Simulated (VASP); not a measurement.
Runs of VASP 6.6.1 on Ni. Symmetry: Fm-3m, No. 225, cubic system. Conventional cell: a = 3.475 Å, b = 3.475 Å, c = 3.475 Å, α = 90.00°, β = 90.00°, γ = 90.00°. Ni (site symmetry m-3m) has 12 Ni at 2.46 Å within 3.2 Å. 

```tsv
task	level	potentials or basis	spin	U	fixed moment (μB)	k mesh	cutoff (eV)	smearing	dipole correction	tolerance level	purpose	K density	ions in elastic constants	gap on the mesh (eV)	pressure (GPa)	moment (μB)
single point	PBE+D3(BJ)+U	VASP PAW PBE potentials, release 64 (Ni)	collinear, ferromagnetic start	Ni d U = 6.2 eV	-	13 × 13 × 13	520	gaussian 0.15 eV	no	-	-	-	-	none	-11.0	(b)
single point	revPBE	VASP PAW PBE potentials, release 64 (Ni)	non-collinear, typed start	-	-	16 × 16 × 16	520	gaussian 0.025 eV	no	-	-	-	-	none	(a)	0.59
single point	PBEsol+U	VASP PAW PBE potentials, release 64 (Ni)	collinear, ferromagnetic start	Ni d U = 5 eV	-	18 × 18 × 18	310	tetrahedron 0.1 eV	-	standard	density of states	15 × 15 × 15	-	none	-	0.78
single point	PBE	VASP PAW PBE potentials, release 64 (Ni_sv_GW)	collinear, ferromagnetic start	-	1.0	11 × 11 × 11	690	fermi-dirac 0.05 eV	no	-	-	-	-	-	10.7	1.00
single point	r2SCAN+U	VASP PAW PBE potentials, release 64 (Ni)	collinear, ferromagnetic start	Ni d U = 6.0 eV	-	13 × 13 × 13	520	tetrahedron	no	-	-	-	-	none	-8.3	0.84
single point	MS2	VASP PAW PBE potentials, release 64 (Ni)	collinear, ferromagnetic start	-	-	32 × 32 × 32	540	tetrahedron	-	standard	density of states	15 × 15 × 15	-	none	(c)	0.75
single point	MS2	VASP PAW PBE potentials, release 64 (Ni)	collinear, ferromagnetic start	-	-	18 × 18 × 18	310	tetrahedron	-	standard	density of states	15 × 15 × 15	-	none	-	0.75
elastic constants	PBEsol	VASP PAW PBE potentials, release 64 (Ni)	collinear, ferromagnetic start	-	-	12 × 12 × 12	600	fermi-dirac 0.05 eV	no	-	-	-	relaxed	-	-	0.64
```

Alike in all rows: cell as given.

Question: Estimate the missing entries.

Answer: (a) 12.0; (b) 0.80; (c) -2.3.

Caveats: the PAW data sets were made with another functional, which shifts forces and pressure a little (at least some runs); tetrahedron occupations give inexact forces and stress in metals (at least some runs); the U is typed as a test and isn't derived for this compound (at least some runs); the cell stands under tension (at least some runs); the cell stands under pressure (at least some runs); the cutoff is under 1.25 times the usual one of these potentials, so pressure, stress and relaxed cells hold a basis-set (Pulay) error (at least some runs); the total moment is fixed, so each spin has its own Fermi level and the state may be an excited one (at least some runs).

A gap of «none» marks levels without a gap at the run's occupations.

The runs don't all hold the same shells in valence.
